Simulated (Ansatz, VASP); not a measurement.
## InP in VASP and in Ansatz

```
CELL_PARAMETERS angstrom
0.00000 2.94566 2.94566
2.94566 0.00000 2.94566
2.94566 2.94566 0.00000
ATOMIC_POSITIONS crystal
In 0.00000 0.00000 0.00000
P 0.75000 0.75000 0.75000
```

Alike in both runs: task single point; functional PBE; dispersion D4; k mesh 8 × 8 × 8; occupations gaussian, width 0.05 eV; no spin polarisation.

```csv
,VASP,Ansatz
version,VASP 6.6.1,Ansatz 0.2.0
potentials or method,"VASP PAW PBE potentials, release 64 (In_d, P), cutoff 520 eV","scalar-relativistic, plane waves, PAW"
valence electrons in the cell,18,18
```

```tsv
	VASP	Ansatz	Ansatz less VASP
gap on the k mesh at the Fermi level (eV)	0.63	0.63	+0.003
least direct gap on the mesh (eV)	0.63	0.63	+0.003
pressure (GPa)	-0.1	0.0	+0.06
```
